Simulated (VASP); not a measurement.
A run of VASP 6.6.1 is set up as follows.

INCAR

```
PREC = Accurate
ENCUT = 520
EDIFF = 1E-6
ISMEAR = 0
SIGMA = 0.1
LREAL = False
LASPH = True
NELM = 150
ALGO = Fast
ISIF = 2
LWAVE = False
LCHARG = False
ISPIN = 2
MAGMOM = 1.81 1.83 1.81 1.83
LORBIT = 11
LMAXMIX = 4
GGA = PS
NBANDS = 30
```

The input KPOINTS:

```
regular mesh
0
Gamma
  18 18 6
```

Contents of POSCAR:

```
Co
1.0
    2.4062467551      0.0000000000      0.0000000000
   -1.2031233776      2.0838708177      0.0000000000
    0.0000000000      0.0000000000      7.7947519859
Co
4
Direct
    0.0000000000      0.0000000000      0.0000000000
    0.3333333333      0.6666666667      0.2500000000
    0.0000000000      0.0000000000      0.5000000000
    0.6666666667      0.3333333333      0.7500000000
```

Potentials or basis: VASP PAW PBE potentials, release 64 (Co).

Command:

```sh
$ cat potpaw_PBE.64/Co/POTCAR > POTCAR
$ mpirun -np 1 vasp_std > vasp.out
```

Task: Estimate the pressure.

Result: 16.4 GPa.

Task: What does it give for the site moments?

Result: Co +1.54, +1.56 (each value once) μB.

Stress tensor (GPa, compression positive):
```
16.42  0.00  0.00
 0.00 16.42  0.00
 0.00  0.00 16.33
```

Caveat: the cell stands under pressure; the PAW data sets were made with another functional, which shifts forces and pressure a little.
